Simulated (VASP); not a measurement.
# KF (Carobbiite) (Fm-3m) in VASP: further runs

The runs below take KF (Carobbiite) through relaxation of cell and atoms, relaxation of the atoms, with r2SCAN.

All numbers are computed with VASP 6.6.1; they aren't measurements. Logs are shortened: lines on timing, memory, paths and dates and some standing lists are left out, and cuts for length are marked.

## Step 1: The cell of the first run

Symmetry: Fm-3m, No. 225, cubic system. The conventional cell has a = 5.344 Å, b = 5.344 Å, c = 5.344 Å, α = 90.00°, β = 90.00°, γ = 90.00°. K (site symmetry m-3m) has 6 F at 2.67 Å within 3.5 Å. Within 3.5 Å of F (site symmetry m-3m) lie 6 K at 2.67 Å.

## Step 2: Relaxation of cell and atoms, r2SCAN

Contents of POSCAR:

```
KF
1.0
    0.0000000000      2.6718500000      2.6718500000
    2.6718500000      0.0000000000      2.6718500000
    2.6718500000      2.6718500000      0.0000000000
K F
1 1
Direct
    0.0000000000      0.0000000000      0.0000000000
    0.5000000000      0.5000000000      0.5000000000
```

Contents of INCAR.step1:

```
SYSTEM = KF
PREC = Accurate ; ENCUT = 600
ISMEAR = -1 ; SIGMA = 0.02
LREAL = .FALSE. ; LASPH = .TRUE.
NELM = 60 ; GGA = PE
ALGO = Normal ; EDIFF = 1E-4
LWAVE = .TRUE. ; LCHARG = .FALSE.
```

Contents of INCAR.step2:

```
SYSTEM = KF
PREC = Accurate ; ENCUT = 600
EDIFF = 1E-6 ; ISMEAR = -1
SIGMA = 0.02 ; LREAL = .FALSE.
LASPH = .TRUE. ; NELM = 60
ALGO = Normal ; ISIF = 3
LWAVE = .FALSE. ; LCHARG = .FALSE.
METAGGA = R2SCAN ; LMIXTAU = .TRUE.
IBRION = 2 ; NSW = 80
EDIFFG = -0.01 ; ISTART = 1
```

Contents of KPOINTS:

```
regular mesh
0
G
  8 8 8
  0 0 0
```

Potentials or basis: VASP PAW PBE potentials, release 64 (K_sv, F).

The run is started by

```console
> cat potpaw_PBE.64/K_sv/POTCAR potpaw_PBE.64/F/POTCAR > POTCAR
> cp INCAR.step1 INCAR
> mpirun -np 1 vasp_std > vasp.out
> cp INCAR.step2 INCAR
> mpirun -np 1 vasp_std > vasp.out
```

OUTCAR:

```text
SYSTEM = KF
   PREC = Accurate
   ENCUT = 600
   EDIFF = 1E-6
   ISMEAR = -1
   LREAL = .FALSE.
   LASPH = .TRUE.
   NELM = 60
   ISIF = 3
   METAGGA = R2SCAN
   IBRION = 2
   NSW = 80
   EDIFFG = -0.01
   ISTART = 1

 ion  position               nearest neighbor table
   1  0.000  0.000  0.000-   2 2.67   2 2.67   2 2.67   2 2.67   2 2.67   2 2.67
   2  0.500  0.500  0.500-   1 2.67   1 2.67   1 2.67   1 2.67   1 2.67   1 2.67

  LATTYP: Found a face centered cubic cell.
 ALAT       =     5.3437000000

  Lattice vectors:

 A1 = (   0.0000000000,   2.6718500000,   2.6718500000)
 A2 = (   2.6718500000,   0.0000000000,   2.6718500000)
 A3 = (   2.6718500000,   2.6718500000,   0.0000000000)

Analysis of symmetry for initial positions (statically):
=====================================================================
 Subroutine PRICEL returns:
 Original cell was already a primitive cell.

 Routine SETGRP: Setting up the symmetry group for a
 face centered cubic supercell.

 Subroutine GETGRP returns: Found 48 space group operations
 (whereof 48 operations were pure point group operations)
 out of a pool of 48 trial point group operations.

The static configuration has the point symmetry O_h .

Analysis of symmetry for dynamics (positions and initial velocities):
=====================================================================
 Subroutine PRICEL returns:
 Original cell was already a primitive cell.

 Routine SETGRP: Setting up the symmetry group for a
 face centered cubic supercell.

 Subroutine GETGRP returns: Found 48 space group operations
 (whereof 48 operations were pure point group operations)
 out of a pool of 48 trial point group operations.

The dynamic configuration has the point symmetry O_h .

 Subroutine INISYM returns: Found 48 space group operations
 (whereof 48 operations are pure point group operations),
 and found     1 'primitive' translations

----------------------------------------------------------------------------------------

                                     Primitive cell

  volume of cell :      38.1475

  direct lattice vectors                    reciprocal lattice vectors
     0.000000000  2.671850000  2.671850000    -0.187136254  0.187136254  0.187136254
     2.671850000  0.000000000  2.671850000     0.187136254 -0.187136254  0.187136254
     2.671850000  2.671850000  0.000000000     0.187136254  0.187136254 -0.187136254

  length of vectors
     3.778566507  3.778566507  3.778566507     0.324129500  0.324129500  0.324129500

  position of ions in fractional coordinates (direct lattice)
     0.000000000  0.000000000  0.000000000
     0.500000000  0.500000000  0.500000000

  ion indices of the primitive-cell ions
   primitive index   ion index
                 1           1
                 2           2

----------------------------------------------------------------------------------------

 KPOINTS: regular mesh

Automatic generation of k-mesh.
 Grid dimensions read from file:
 generate k-points for:    8    8    8

 Generating k-lattice:

  Cartesian coordinates                     Fractional coordinates (reciprocal lattice)
    -0.023392032  0.023392032  0.023392032     0.125000000  0.000000000  0.000000000
     0.023392032 -0.023392032  0.023392032     0.000000000  0.125000000  0.000000000
     0.023392032  0.023392032 -0.023392032     0.000000000  0.000000000  0.125000000

  Length of vectors
     0.040516187  0.040516187  0.040516187

  Shift w.r.t. Gamma in fractional coordinates (k-lattice)
     0.000000000  0.000000000  0.000000000

 Subroutine IBZKPT returns following result:
 ===========================================

 Found     29 irreducible k-points:

 Following reciprocal coordinates:
            Coordinates               Weight
  0.000000  0.000000  0.000000      1.000000
  0.125000  0.000000  0.000000      8.000000
  0.250000  0.000000  0.000000      8.000000
  0.375000  0.000000  0.000000      8.000000
  0.500000  0.000000  0.000000      4.000000
  0.125000  0.125000  0.000000      6.000000
[... 16 lines left out ...]
  0.500000  0.250000  0.125000     48.000000
 -0.375000  0.250000  0.125000     24.000000
 [... further k-points ...]
   k-points           NKPTS =     29   k-points in BZ     NKDIM =     29   number of bands    NBANDS=     12
   number of dos      NEDOS =    301   number of ions     NIONS =      2
   total plane-waves  NPLWV =  27000
   dimension x,y,z NGX =    30 NGY =   30 NGZ =   30
   dimension x,y,z NGXF=    60 NGYF=   60 NGZF=   60
   ions per type =               1   1
   NGX,Y,Z   is equivalent  to a cutoff of  13.20, 13.20, 13.20 a.u.
   NGXF,Y,Z  is equivalent  to a cutoff of  26.40, 26.40, 26.40 a.u.
 SYSTEM =  KF
   PREC   = accura    normal or accurate (medium, high low for compatibility)
   ISTART =      1    job   : 0-new  1-cont  2-samecut
   ICHARG =      0    charge: 1-file 2-atom 10-const
   ISPIN  =      1    spin polarized calculation?
   LNONCOLLINEAR =      F non collinear calculations
   LSORBIT =      F    spin-orbit coupling
   LASPH  =      T    aspherical Exc in radial PAW
   ENCUT  =  600.0 eV  44.10 Ry    6.64 a.u.   7.55  7.55  7.55*2*pi/ulx,y,z
   NELM   =     60;   NELMIN=  2; NELMDL=  0     # of ELM steps
   EDIFF  = 0.1E-05   stopping-criterion for ELM
   LREAL  =      F    real-space projection
   EDIFFG = -.1E-01   stopping-criterion for IOM
   NSW    =     80    number of steps for IOM
   IBRION =      2    ionic relax: 0-MD 1-quasi-New 2-CG
   NFREE  =      1    steps in history (QN), initial steepest desc. (CG)
   ISIF   =      3    stress and relaxation
   ISYM   =      2    0-nonsym 1-usesym 2-fastsym
   POTIM  = 0.5000    time-step for ionic-motion
   TEBEG  =    0.0;   TEEND  =   0.0 temperature during run
   PSTRESS=    0.0 pullay stress
   NELECT =      16.0000    total number of electrons
   NUPDOWN=      -1.0000    fix difference up-down
   EMIN   =  10.00;   EMAX   =-10.00  energy-range for DOS
   EFERMI =   0.00;   METHOD = LEGACY
   ISMEAR =    -1;   SIGMA  =   0.02  broadening in eV -4-tet -1-fermi 0-gaus
   EFERMI_NEDOS =   21; number of points for ismear=-14 and -15
   IALGO  =     38    algorithm
   IMIX   =      4    mixing-type and parameters
     AMIX     =   0.40;   BMIX     =  1.00
     AMIX_MAG =   1.60;   BMIX_MAG =  1.00
  volume/ion in A,a.u.               =      19.07       128.72
  Fermi-wavevector in a.u.,A,eV,Ry     =   1.225442  2.315750 20.431978  1.501708
  Thomas-Fermi vector in A             =   2.360480
   LORBIT       =      0    0 simple, 1 ext, 2 COOP (PROOUT), +10 PAW based schemes
   METAGGA = R2SCAN    functional components
   LHFCALC =     F    Hartree Fock is set to
   AEXX    =    0.0000 exact exchange contribution
   IVDW    =     0    specifies the selected vdW correction
   LEPSILON=     F    determine dielectric tensor
   LRPA    =     F    only Hartree local field effects (RPA)
 conjugate gradient relaxation of ions
 non-spin polarized calculation
  energy-cutoff  :      600.00
  volume of cell :       38.15
 maximum number of plane-waves:      1287
   NGX = 15   NGY = 15   NGZ = 15

--------------------------------------- Ionic step        1  -------------------------------------------

 number of electron      15.9999997 magnetization

 Free energy of the ion-electron system (eV)
  ---------------------------------------------------
  ext. energy  EPLUGINS =         0.00000000
  ---------------------------------------------------
  free energy    TOTEN  =       -14.97567516 eV

  energy without entropy =      -14.97567516  energy(sigma->0) =      -14.97567516

------------------------ aborting loop because EDIFF is reached ----------------------------------------

  FORCE on cell =-STRESS in cart. coord.  units (eV):
  Direction    XX          YY          ZZ          XY          YZ          ZX
  --------------------------------------------------------------------------------------
  -------------------------------------------------------------------------------------
  Total       -0.1280333     -0.1280333     -0.1280333     -0.0000000      0.0000000      0.0000000
  in kB       -5.3773387     -5.3773387     -5.3773387     -0.0000000      0.0000000      0.0000000
  external PRESSURE =      -5.3773387 kB  Pullay stress =       0.0000000 kB
[... 57 lines left out ...]
  energy  without entropy=      -14.9765298421  energy(sigma->0) =      -14.97652984

--------------------------------------- Ionic step        3  -------------------------------------------

 number of electron      16.0000001 magnetization

 Free energy of the ion-electron system (eV)
  ---------------------------------------------------
  ext. energy  EPLUGINS =         0.00000000
  ---------------------------------------------------
  free energy    TOTEN  =       -14.97670562 eV

  energy without entropy =      -14.97670562  energy(sigma->0) =      -14.97670562

 E-fermi :  -2.8995     XC(G=0):  -8.9736

 val. band max:       -3.3137672899   @ k =   0.0000   0.0000   0.0000
 cond. band min:       3.5977907698   @ k =   0.0000   0.0000   0.0000
 fundamental gap:      6.9115580597
 Fermi energy:        -2.8995438780

 k-point     1 :       0.0000    0.0000    0.0000
  band No.  band energies     occupation
      1     -30.3925      2.00000
      2     -23.1122      2.00000
      3     -12.8674      2.00000
      4     -12.8674      2.00000
      5     -12.8674      2.00000
      6      -3.3138      2.00000
      7      -3.3138      2.00000
      8      -3.3138      2.00000
      9       3.5978      0.00000
     10       8.1823      0.00000
     11       8.1823      0.00000
     12       8.1823      0.00000
[... 331 lines left out ...]
 k-point    24 :      -0.3750    0.2500    0.1250
  band No.  band energies     occupation
      1     -30.2784      2.00000
      2     -23.1841      2.00000
      3     -13.1976      2.00000
      4     -13.0896      2.00000
      5     -12.9408      2.00000
      6      -3.8723      2.00000
      7      -3.5896      2.00000
      8      -3.5638      2.00000
      9       6.7536      0.00000
     10       7.4715      0.00000
     11       9.3641      0.00000
     12      10.3644      0.00000

 [... further k-points ...]
[... 5 lines left out ...]
  --------------------------------------------------------------------------------------
  -------------------------------------------------------------------------------------
  Total       -0.0069571     -0.0069571     -0.0069571      0.0000000     -0.0000000     -0.0000000
  in kB       -0.2965902     -0.2965902     -0.2965902      0.0000000     -0.0000000     -0.0000000
  external PRESSURE =      -0.2965902 kB  Pullay stress =       0.0000000 kB
[... 17 lines left out ...]
  FREE ENERGIE OF THE ION-ELECTRON SYSTEM (eV)
  ---------------------------------------------------
  free  energy   TOTEN  =       -14.9767056186 eV

  energy  without entropy=      -14.9767056186  energy(sigma->0) =      -14.97670562

 reached required accuracy - stopping structural energy minimisation
```

Wall time 2.3 min (1 thread of Intel Xeon 6975P-C (Granite Rapids), shared host); peak memory 0.18 GiB.

What came out:

| Property | Result |
| --- | --- |
| Free energy | -14.9767 eV |
| Relaxed volume | 18.79 Å³/atom |
| Relaxed cell | a = 3.760 Å, b = 3.760 Å, c = 3.760 Å, α = 60.00°, β = 60.00°, γ = 60.00° |
| Space group after relaxing (to 0.05 Å) | Fm-3m (No. 225) |
| Energy gained by relaxing | 0.5 meV/atom |
| Ionic steps | 3 |
| Pressure after relaxing | 0.0 GPa |
| Band gap on the k mesh | 6.91 eV, direct |

Step by step:
```
step  energy change (eV)  largest force (eV/Å)  pressure (GPa)  volume (Å³)
   1              0.0000                0.0000           -0.54        38.15
   2             -0.0009                0.0000           -0.23        37.80
   3             -0.0010                0.0000           -0.03        37.58
```

Final structure:
```xyz
2
Lattice="0.0000 2.6586 2.6586 2.6586 0.0000 2.6586 2.6586 2.6586 0.0000" Properties=species:S:1:pos:R:3 pbc="T T T"
K     0.0000    0.0000    0.0000
F     2.6586    2.6586    2.6586
```

Levels at points of the mesh, in eV from the valence-band top:
```tsv
k point	band 6	band 7	band 8	band 9	band 10	band 11
(0.00, 0.00, 0.00)	0.00	0.00	0.00	6.91	11.50	11.50
(0.50, 0.00, 0.00)	-0.78	-0.35	-0.35	9.74	11.36	13.00
(0.50, 0.50, 0.00)	-0.20	-0.05	-0.05	8.78	11.31	12.55
```

Caveat: the PAW data sets were made with another functional, which shifts forces and pressure a little.

[end of part 1 of 2]
